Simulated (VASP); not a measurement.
# PbSe (Immm) in VASP: notebook

PbSe is run at these levels: PBE+D3(BJ); tasks: single point.

All numbers are computed with VASP 6.6.1; they aren't measurements. Logs are shortened: lines on timing, memory, paths and dates and some standing lists are left out, and cuts for length are marked.

## 1. The cell of the first run

Symmetry: Immm, No. 71, orthorhombic system. The conventional cell has a = 4.099 Å, b = 5.053 Å, c = 6.134 Å, α = 90.00°, β = 90.00°, γ = 90.00°. Pb (site symmetry mmm) has 6 Se at 3.07 to 3.25 Å and 2 Pb at 4.10 Å within 4.1 Å. Within 4.1 Å of Se (site symmetry mmm) lie 6 Pb at 3.07 to 3.25 Å and 2 Se at 4.10 Å.

## 2. Single point, PBE+D3(BJ)

Input file INCAR:

```
SYSTEM = PbSe
PREC = Accurate
ENCUT = 520
EDIFF = 1E-6
ISMEAR = 0
SIGMA = 0.03
LREAL = .False.
LASPH = .True.
NELM = 80
ALGO = Normal
ISIF = 2
LWAVE = .False.
LCHARG = .False.
GGA = PE
IVDW = 12
NBANDS = 17
```

Input file KPOINTS:

```
Automatic mesh
0
Gamma
  10 10 10
  0 0 0
```

Input file POSCAR:

```
PbSe
1.0
   -0.3373796071      3.2357771410      3.0670873374
    3.2357771410     -0.3373796071      3.0670873374
    2.8983975338      2.8983975338      0.0000000000
Pb Se
1 1
Direct
    0.0000000000      0.0000000000      0.0000000000
    0.5000000000      0.5000000000      0.5000000000
```

Potentials or basis: VASP PAW PBE potentials, release 64 (Pb_d, Se).

The run is started by

```bash
> cat potpaw_PBE.64/Pb_d/POTCAR potpaw_PBE.64/Se/POTCAR > POTCAR
> mpirun -np 1 vasp_std > vasp.out
```

OUTCAR:

```text
SYSTEM = PbSe
   PREC = Accurate
   ENCUT = 520
   EDIFF = 1E-6
   ISMEAR = 0
   LREAL = .False.
   LASPH = .True.
   NELM = 80
   ISIF = 2
   GGA = PE
   IVDW = 12
 IVDW          = 12

 ion  position               nearest neighbor table
   1  0.000  0.000  0.000-   2 3.07   2 3.07   2 3.25   2 3.25   2 3.25   2 3.25
   2  0.500  0.500  0.500-   1 3.07   1 3.07   1 3.25   1 3.25   1 3.25   1 3.25

  LATTYP: Found a body centered orthorhombic cell.
 ALAT       =     4.0989531014
 B/A-ratio  =     1.2328042328
 C/A-ratio  =     1.4965222882

  Lattice vectors:

 A1 = (   0.3373796071,  -3.2357771410,  -3.0670873374)
 A2 = (  -0.3373796072,   3.2357771409,  -3.0670873374)
 A3 = (   3.2357771410,  -0.3373796071,   3.0670873374)

Analysis of symmetry for initial positions (statically):
=====================================================================
 Subroutine PRICEL returns:
 Original cell was already a primitive cell.

 Routine SETGRP: Setting up the symmetry group for a
 body centered orthorhombic supercell.

 Subroutine GETGRP returns: Found  8 space group operations
 (whereof  8 operations were pure point group operations)
 out of a pool of  8 trial point group operations.

The static configuration has the point symmetry D_2h.

Analysis of symmetry for dynamics (positions and initial velocities):
=====================================================================
 Subroutine PRICEL returns:
 Original cell was already a primitive cell.

 Routine SETGRP: Setting up the symmetry group for a
 body centered orthorhombic supercell.

 Subroutine GETGRP returns: Found  8 space group operations
 (whereof  8 operations were pure point group operations)
 out of a pool of  8 trial point group operations.

The dynamic configuration has the point symmetry D_2h.

 Subroutine INISYM returns: Found  8 space group operations
 (whereof  8 operations are pure point group operations),
 and found     1 'primitive' translations

----------------------------------------------------------------------------------------

                                     Primitive cell

  volume of cell :      63.5281

  direct lattice vectors                    reciprocal lattice vectors
    -0.337379607  3.235777141  3.067087337    -0.139932288  0.139932288  0.163021116
     3.235777141 -0.337379607  3.067087337     0.139932288 -0.139932288  0.163021116
     2.898397534  2.898397534  0.000000000     0.172509117  0.172509117 -0.163021116

  length of vectors
     4.471141179  4.471141179  4.098953101     0.256394179  0.256394179  0.293418942

  position of ions in fractional coordinates (direct lattice)
     0.000000000  0.000000000  0.000000000
     0.500000000  0.500000000  0.500000000

  ion indices of the primitive-cell ions
   primitive index   ion index
                 1           1
                 2           2

----------------------------------------------------------------------------------------

 KPOINTS: Automatic mesh

Automatic generation of k-mesh.
 Grid dimensions read from file:
 generate k-points for:   10   10   10

 Generating k-lattice:

  Cartesian coordinates                     Fractional coordinates (reciprocal lattice)
    -0.013993229  0.013993229  0.016302112     0.100000000  0.000000000  0.000000000
     0.013993229 -0.013993229  0.016302112     0.000000000  0.100000000  0.000000000
     0.017250912  0.017250912 -0.016302112    -0.000000000 -0.000000000  0.100000000

  Length of vectors
     0.025639418  0.025639418  0.029341894

  Shift w.r.t. Gamma in fractional coordinates (k-lattice)
     0.000000000  0.000000000  0.000000000

 Subroutine IBZKPT returns following result:
 ===========================================

 Found    171 irreducible k-points:

 Following reciprocal coordinates:
            Coordinates               Weight
  0.000000  0.000000  0.000000      1.000000
  0.100000  0.000000  0.000000      4.000000
  0.200000  0.000000  0.000000      4.000000
  0.300000  0.000000  0.000000      4.000000
  0.400000  0.000000  0.000000      4.000000
  0.500000  0.000000  0.000000      2.000000
[... 16 lines left out ...]
  0.300000  0.300000  0.000000      2.000000
  0.400000  0.300000  0.000000      4.000000
 [... further k-points ...]
   k-points           NKPTS =    171   k-points in BZ     NKDIM =    171   number of bands    NBANDS=     17
   number of dos      NEDOS =    301   number of ions     NIONS =      2
   total plane-waves  NPLWV =  38880
   dimension x,y,z NGX =    36 NGY =   36 NGZ =   30
   dimension x,y,z NGXF=    72 NGYF=   72 NGZF=   60
   ions per type =               1   1
   NGX,Y,Z   is equivalent  to a cutoff of  13.39, 13.39, 12.17 a.u.
   NGXF,Y,Z  is equivalent  to a cutoff of  26.77, 26.77, 24.33 a.u.
 SYSTEM =  PbSe
   PREC   = accura    normal or accurate (medium, high low for compatibility)
   ISTART =      0    job   : 0-new  1-cont  2-samecut
   ICHARG =      2    charge: 1-file 2-atom 10-const
   ISPIN  =      1    spin polarized calculation?
   LNONCOLLINEAR =      F non collinear calculations
   LSORBIT =      F    spin-orbit coupling
   LASPH  =      T    aspherical Exc in radial PAW
   ENCUT  =  520.0 eV  38.22 Ry    6.18 a.u.   8.31  8.31  7.62*2*pi/ulx,y,z
   NELM   =     80;   NELMIN=  2; NELMDL= -5     # of ELM steps
   EDIFF  = 0.1E-05   stopping-criterion for ELM
   LREAL  =      F    real-space projection
   EDIFFG = 0.1E-04   stopping-criterion for IOM
   NSW    =      0    number of steps for IOM
   IBRION =     -1    ionic relax: 0-MD 1-quasi-New 2-CG
   NFREE  =      0    steps in history (QN), initial steepest desc. (CG)
   ISIF   =      2    stress and relaxation
   ISYM   =      2    0-nonsym 1-usesym 2-fastsym
   POTIM  = 0.5000    time-step for ionic-motion
   TEBEG  =    0.0;   TEEND  =   0.0 temperature during run
   PSTRESS=    0.0 pullay stress
   NELECT =      20.0000    total number of electrons
   NUPDOWN=      -1.0000    fix difference up-down
   EMIN   =  10.00;   EMAX   =-10.00  energy-range for DOS
   EFERMI =   0.00;   METHOD = LEGACY
   ISMEAR =     0;   SIGMA  =   0.03  broadening in eV -4-tet -1-fermi 0-gaus
   EFERMI_NEDOS =   21; number of points for ismear=-14 and -15
   IALGO  =     38    algorithm
   IMIX   =      4    mixing-type and parameters
     AMIX     =   0.40;   BMIX     =  1.00
     AMIX_MAG =   1.60;   BMIX_MAG =  1.00
  volume/ion in A,a.u.               =      31.76       214.35
  Fermi-wavevector in a.u.,A,eV,Ry     =   1.113686  2.104561 16.875260  1.240297
  Thomas-Fermi vector in A             =   2.250273
   LORBIT       =      0    0 simple, 1 ext, 2 COOP (PROOUT), +10 PAW based schemes
   GGA     = PE    functional components
   LHFCALC =     F    Hartree Fock is set to
   AEXX    =    0.0000 exact exchange contribution
   IVDW    =    12    specifies the selected vdW correction
   LEPSILON=     F    determine dielectric tensor
   LRPA    =     F    only Hartree local field effects (RPA)
 non-spin polarized calculation
 Gauss-broadening in eV      SIGMA  =   0.03
  energy-cutoff  :      520.00
  volume of cell :       63.53
 maximum number of plane-waves:      1729
 NGX is ok and might be reduce to    36
   NGX = 17   NGY = 17   NGZ = 15

 number of electron      20.0000003 magnetization

 Free energy of the ion-electron system (eV)
  ---------------------------------------------------
  ext. energy  EPLUGINS =         0.00000000
  ---------------------------------------------------
  free energy    TOTEN  =        -8.00336957 eV

  energy without entropy =       -8.00336957  energy(sigma->0) =       -8.00336957

 E-fermi :   3.8458     XC(G=0):  -9.0846

 val. band max:        3.7146117605   @ k =  -0.4000  -0.0000   0.1000
 cond. band min:       3.9963220728   @ k =   0.5000   0.0000   0.0000
 fundamental gap:      0.2817103123
 Fermi energy:         3.8457651513

 k-point     1 :       0.0000    0.0000    0.0000
  band No.  band energies     occupation
      1     -12.9619      2.00000
      2     -12.9145      2.00000
      3     -12.9052      2.00000
      4     -12.8814      2.00000
      5     -12.8606      2.00000
      6      -8.8650      2.00000
[... 9 lines left out ...]
     16      11.7463      0.00000
     17      11.9116      0.00000

 k-point     2 :       0.1000    0.0000    0.0000
  band No.  band energies     occupation
      1     -12.9622      2.00000
      2     -12.9144      2.00000
      3     -12.9041      2.00000
      4     -12.8798      2.00000
      5     -12.8616      2.00000
      6      -8.8085      2.00000
[... 9 lines left out ...]
     16      12.1053      0.00000
     17      12.1444      0.00000

 k-point     3 :       0.2000    0.0000    0.0000
  band No.  band energies     occupation
      1     -12.9628      2.00000
      2     -12.9149      2.00000
      3     -12.9003      2.00000
      4     -12.8762      2.00000
      5     -12.8640      2.00000
      6      -8.6488      2.00000
[... 9 lines left out ...]
     16      12.6266      0.00000
     17      13.2508      0.00000

 k-point     4 :       0.3000    0.0000    0.0000
  band No.  band energies     occupation
      1     -12.9637      2.00000
      2     -12.9163      2.00000
      3     -12.8949      2.00000
      4     -12.8740      2.00000
      5     -12.8645      2.00000
      6      -8.4207      2.00000
[... 9 lines left out ...]
     16      13.4202      0.00000
     17      13.8486      0.00000
[... 343 lines left out ...]
      1     -12.9660      2.00000
      2     -12.9137      2.00000
      3     -12.8976      2.00000
      4     -12.8735      2.00000
      5     -12.8699      2.00000
      6      -8.3808      2.00000
[... 9 lines left out ...]
     16      12.6612      0.00000
     17      13.1085      0.00000

 k-point    23 :       0.3000    0.3000    0.0000
  band No.  band energies     occupation
      1     -12.9691      2.00000
      2     -12.9056      2.00000
      3     -12.8967      2.00000
      4     -12.8914      2.00000
      5     -12.8566      2.00000
      6      -8.1515      2.00000
[... 9 lines left out ...]
     16      13.6941      0.00000
     17      13.9391      0.00000

 k-point    24 :       0.4000    0.3000    0.0000
  band No.  band energies     occupation
      1     -12.9725      2.00000
      2     -12.9062      2.00000
      3     -12.9048      2.00000
      4     -12.8880      2.00000
      5     -12.8518      2.00000
      6      -7.9693      2.00000
[... 9 lines left out ...]
     16      14.5582      0.00000
     17      14.9373      0.00000

 [... further k-points ...]

------------------------ aborting loop because EDIFF is reached ----------------------------------------

 Edisp (eV)   -0.68280

 E8    (eV) :    -0.3197

  FORCE on cell =-STRESS in cart. coord.  units (eV):
  Direction    XX          YY          ZZ          XY          YZ          ZX
  --------------------------------------------------------------------------------------
  -------------------------------------------------------------------------------------
  Total      -1.16494    -1.16494     0.12806     1.29138     0.00000     0.00000
  in kB     -29.37977   -29.37977     3.22960    32.56853     0.00000     0.00000
  external pressure =      -18.51 kB  Pullay stress =        0.00 kB

 VOLUME and BASIS-vectors are now :
 -----------------------------------------------------------------------------
  energy-cutoff  :      520.00
  volume of cell :       63.53
      direct lattice vectors                 reciprocal lattice vectors
    -0.337379607  3.235777141  3.067087337    -0.139932288  0.139932288  0.163021116
     3.235777141 -0.337379607  3.067087337     0.139932288 -0.139932288  0.163021116
     2.898397534  2.898397534  0.000000000     0.172509117  0.172509117 -0.163021116

 POSITION                                       TOTAL-FORCE (eV/Angst)
 -----------------------------------------------------------------------------------
      0.00000      0.00000      0.00000        -0.000000      0.000000     -0.000000
      2.89840      2.89840      3.06709         0.000000      0.000000      0.000000
 -----------------------------------------------------------------------------------
    total drift:                                0.000000      0.000000      0.000000

  FREE ENERGIE OF THE ION-ELECTRON SYSTEM (eV)
  ---------------------------------------------------
  free  energy   TOTEN  =        -8.6861658948 eV

  energy  without entropy=       -8.6861658948  energy(sigma->0) =       -8.68616589
```

It took 64 s on 1 thread of AMD EPYC 9R45 (Zen 5), shared host; peak memory 0.3 GiB.

Results:

```yaml
Free_energy: -8.6862 eV
Pressure: -1.9 GPa
Band_gap_on_the_k_mesh: zero (bands 10 and 11 overlap by 0.30 eV)
Dispersion_energy_per_atom: -0.341 eV
```

Levels at points of the mesh, in eV from the Fermi level:
| k point | band 6 | band 7 | band 8 | band 9 | band 10 | band 11 | band 12 | band 13 | band 14 | band 15 |
| --- | --- | --- | --- | --- | --- | --- | --- | --- | --- | --- |
| (0.00, 0.00, 0.00) | -12.71 | -6.63 | -1.80 | -1.79 | -0.48 | 4.27 | 4.46 | 5.07 | 5.61 | 7.15 |
| (0.50, 0.00, 0.00) | -11.95 | -8.53 | -0.98 | -0.51 | 0.15 | 0.76 | 2.20 | 2.71 | 7.83 | 8.10 |
| (0.50, 0.50, 0.00) | -11.55 | -7.51 | -4.19 | -3.35 | -1.62 | 4.41 | 5.05 | 5.37 | 5.92 | 10.91 |
| (0.00, 0.00, 0.50) | -11.78 | -8.02 | -1.38 | -1.29 | -0.17 | -0.15 | 1.30 | 2.08 | 8.57 | 9.43 |
| (0.50, 0.00, 0.50) | -11.67 | -7.11 | -4.04 | -2.75 | -2.25 | 3.68 | 4.24 | 5.42 | 5.91 | 8.89 |

Caveat: semilocal functionals underestimate gaps, and a narrow one can read as zero; spin-orbit coupling is left out, which moves the levels of the heavy elements.

## 3. Single point, PBE+D3(BJ)

This run uses another cell than the first one, of 32.03 Å³/atom.

Input file INCAR:

```
PREC = Accurate
ENCUT = 520
EDIFF = 1E-7
ISMEAR = 0
SIGMA = 0.03
LREAL = False
LASPH = True
NELM = 100
ALGO = Normal
ISIF = 2
LWAVE = False
LCHARG = False
GGA = PE
IVDW = 12
NBANDS = 17
```

Input file KPOINTS:

```
Automatic mesh
0
Gamma
  10 10 10
```

Input file POSCAR:

```
PbSe
1.0
   -0.1686898036      3.2357771410      3.0670873374
    3.2357771410     -0.1686898036      3.0670873374
    3.0670873374      3.0670873374      0.0000000000
Pb Se
1 1
Direct
    0.0000000000      0.0000000000      0.0000000000
    0.5000000000      0.5000000000      0.5000000000
```

Potentials or basis: VASP PAW PBE potentials, release 64 (Pb_d, Se).

The run is started by

```bash
> cat potpaw_PBE.64/Pb_d/POTCAR potpaw_PBE.64/Se/POTCAR > POTCAR
> mpirun -np 1 vasp_std > vasp.out
```

Run time: 63 s. Hardware: 1 thread of AMD EPYC 9R45 (Zen 5), shared host; peak memory 0.31 GiB.

It converged, with:

```
Free energy                : -8.7763 eV
Pressure                   : -1.9 GPa
Band gap on the k mesh     : 0.14 eV (least direct gap 0.33 eV)
Dispersion energy per atom : -0.338 eV
```

Stress tensor (GPa, compression positive):
```
-3.25  1.59  0.00
 1.59 -3.25  0.00
 0.00  0.00  0.85
```

Levels at points of the mesh, in eV from the valence-band top:
| k point | band 8 | band 9 | band 10 | band 11 | band 12 | band 13 |
| --- | --- | --- | --- | --- | --- | --- |
| (0.00, 0.00, 0.00) | -1.83 | -1.64 | -0.99 | 3.99 | 4.14 | 5.09 |
| (0.50, 0.00, 0.00) | -1.09 | -0.94 | 0.00 | 0.62 | 2.03 | 2.08 |
| (0.50, 0.50, 0.00) | -4.27 | -3.12 | -2.26 | 4.02 | 4.87 | 5.08 |
| (0.00, 0.00, 0.50) | -1.37 | -1.23 | -0.20 | 0.14 | 1.40 | 1.94 |
| (0.50, 0.00, 0.50) | -4.15 | -2.89 | -2.36 | 4.13 | 4.27 | 5.36 |

Caveat: spin-orbit coupling is left out, which moves the levels of the heavy elements. A k mesh can miss the band edges.

## 4. Single point, PBE+D3(BJ)

This run uses another cell than the first one, of 32.09 Å³/atom.

Input file INCAR:

```
SYSTEM = PbSe
  PREC = Accurate
  ENCUT = 520
  EDIFF = 1E-6
  ISMEAR = 0
  SIGMA = 0.03
  LREAL = .False.
  LASPH = .True.
  NELM = 60
  ALGO = Normal
  ISIF = 2
  LWAVE = .False.
  LCHARG = .True.
  GGA = PE
  IVDW = 12
  LELF = .True.
  LVHAR = .True.
  NBANDS = 17
```

Input file KPOINTS:

```
regular mesh
0
Gamma
  10 10 10
  0 0 0
```

Input file POSCAR:

```
PbSe
1.0
   -0.0843449018      3.2357771410      3.0670873374
    3.2357771410     -0.0843449018      3.0670873374
    3.1514322392      3.1514322392      0.0000000000
Pb Se
1 1
Direct
    0.0000000000      0.0000000000      0.0000000000
    0.5000000000      0.5000000000      0.5000000000
```

The run is started by

```bash
> cat potpaw_PBE.64/Pb_d/POTCAR potpaw_PBE.64/Se/POTCAR > POTCAR
> mpirun -np 1 vasp_std > vasp.out
```

It took 77 s on 1 thread of AMD EPYC 9R45 (Zen 5), shared host; peak memory 0.32 GiB.

The run converged. Its results:

| Quantity | Value |
| --- | --- |
| Free energy | -8.7983 eV |
| Pressure | -1.9 GPa |
| Band gap on the k mesh | 0.35 eV (least direct gap 0.46 eV) |
| Dispersion energy per atom | -0.337 eV |

Stress tensor (GPa, compression positive):
```
-3.35  0.79  0.00
 0.79 -3.35  0.00
 0.00  0.00  0.95
```

Levels at points of the mesh, in eV from the valence-band top:
```tsv
k point	band 8	band 9	band 10	band 11	band 12	band 13
(0.00, 0.00, 0.00)	-1.76	-1.45	-1.13	4.03	4.11	5.17
(0.50, 0.00, 0.00)	-1.06	-1.03	0.00	0.60	1.91	2.04
(0.50, 0.50, 0.00)	-4.22	-2.88	-2.46	4.00	4.93	5.04
(0.00, 0.00, 0.50)	-1.25	-1.12	-0.10	0.35	1.57	1.99
(0.50, 0.00, 0.50)	-4.11	-2.85	-2.32	4.17	4.57	5.35
```

Caveat: spin-orbit coupling is left out, which moves the levels of the heavy elements. A k mesh can miss the band edges.

## 5. Overview

| cell | gap on the mesh (eV) | pressure (GPa) |
| --- | --- | --- |
| a = 4.471, b = 4.471, c = 4.099 Å, angles 62.7, 62.7, 68.8°, 2 atoms | none | -1.9 |
| a = 4.462, b = 4.462, c = 4.338 Å, angles 60.9, 60.9, 65.3°, 2 atoms | 0.14 | -1.9 |
| a = 4.459, b = 4.459, c = 4.457 Å, angles 60.0, 60.0, 63.5°, 2 atoms | 0.35 | -1.9 |

Alike in all rows: task single point; level PBE+D3(BJ); potentials or basis VASP PAW PBE potentials, release 64 (Pb_d, Se); no spin polarisation; k mesh 10 × 10 × 10; cutoff (eV) 520; smearing gaussian 0.03 eV.

Caveats: spin-orbit coupling is left out, which moves the levels of the heavy elements; semilocal functionals underestimate gaps, and a narrow one can read as zero (at least some runs).

Total energies depend on the potentials used, so only differences within one code and one set of settings carry meaning.

The gap in the log of VASP goes by the Fermi energy; the results here count the filled bands.